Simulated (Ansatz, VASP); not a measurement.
# Two plane-wave programs on NbTe

```
CELL_PARAMETERS angstrom
3.65293 0.00000 0.00000
-1.82646 3.16353 0.00000
0.00000 0.00000 3.64428
ATOMIC_POSITIONS crystal
Te 0.66667 0.33333 0.00000
Nb 0.00000 0.00000 0.50000
```

Alike in both runs: task single point; functional LDA; k mesh 8 × 8 × 7; occupations fermi-dirac, width 0.05 eV; no spin polarisation.

```csv
,VASP,Ansatz
version,VASP 6.6.1,Ansatz 0.2.0
potentials or method,"VASP PAW LDA potentials, release 64 (Te, Nb_sv)",Ansatz PAW
plane-wave cutoff (eV),520,420
valence electrons in the cell,19,29
```

VASP gave:

```
gap on the k mesh at the Fermi level (eV)                     : none
pressure (GPa)                                                : -2.7
traceless stress, the component that is largest in VASP (GPa) : 0.44
```

**Question.** Which values does Ansatz return?

**Answer.** gap on the k mesh at the Fermi level (eV): none; pressure (GPa): -2.7; traceless stress, the component that is largest in VASP (GPa): 0.47.

LDA's correlation is that of Perdew and Zunger in VASP and of Perdew and Wang (1992) in Ansatz. A gap of «none» marks a metal or a gap that the smearing closes. VASP's potentials hold 19 valence electrons a cell and Ansatz's 29, so a difference there can come from the potentials and not from the codes.

Spin-orbit coupling is off throughout.
